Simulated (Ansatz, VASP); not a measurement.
## WS2: VASP beside Ansatz

INCAR

```
ALGO = Normal
EDIFF = 1E-6
ENCUT = 520
GGA = PE
ISIF = 2
ISMEAR = 0
LASPH = T
LCHARG = F
LREAL = F
LWAVE = F
NBANDS = 35
NELM = 80
PREC = Accurate
SIGMA = 0.05
```

KPOINTS

```
k-points
0
Gamma
  12 12 2
```

File POSCAR:

```
WS2
1.0
    3.1877810946      0.0000000000      0.0000000000
   -1.5938905473      2.7606994096      0.0000000000
    0.0000000000      0.0000000000     14.7749679767
W S
2 4
Direct
    0.3333333333      0.6666666667      0.2500000000
    0.6666666667      0.3333333333      0.7500000000
    0.3333333333      0.6666666667      0.6436696682
    0.6666666667      0.3333333333      0.1436696682
    0.3333333333      0.6666666667      0.8563303318
    0.6666666667      0.3333333333      0.3563303318
```

Input for Ansatz:

```yaml
crystal:
  lattice:
    - [3.1877811057, 0.0, 0.0]
    - [-1.5938905529, 2.7606994193, 0.0]
    - [0.0, 0.0, 14.7749648324]
  atoms:
    - { symbol: W, position: [0.3333333333, 0.6666666667, 0.25] }
    - { symbol: W, position: [0.6666666667, 0.3333333333, 0.75] }
    - { symbol: S, position: [0.3333333333, 0.6666666667, 0.6436696442] }
    - { symbol: S, position: [0.6666666667, 0.3333333333, 0.1436696442] }
    - { symbol: S, position: [0.3333333333, 0.6666666667, 0.8563303558] }
    - { symbol: S, position: [0.6666666667, 0.3333333333, 0.3563303558] }
basis:
  ecutwfc: 420
kpoints:
  mp_grid: { grid: [12, 12, 2] }
hamiltonian:
  xc: pbe
scf:
  occupations: { method: gaussian, width: 0.05 }
output:
  forces: true
  stress: true
  eigenvalues: true
  write_density: true
  write_potential: true
  elf: true
  volumetric_format: npy
```

Alike in both runs: task single point; functional PBE; k mesh 12 × 12 × 2; occupations gaussian, width 0.05 eV; no spin polarisation.

|  | VASP | Ansatz |
| --- | --- | --- |
| version | VASP 6.6.1 | Ansatz 0.2.0 |
| potentials or method | VASP PAW PBE potentials, release 64 (W_sv, S), cutoff 520 eV | scalar-relativistic, plane waves, PAW |
| valence electrons in the cell | 52 | 52 |

```tsv
	VASP	Ansatz	Ansatz less VASP
gap on the k mesh at the Fermi level (eV)	1.63	1.62	-0.014
least direct gap on the mesh (eV)	1.80	1.79	-0.003
pressure (GPa)	0.0	0.0	+0.04
```

Spin-orbit coupling is off throughout.
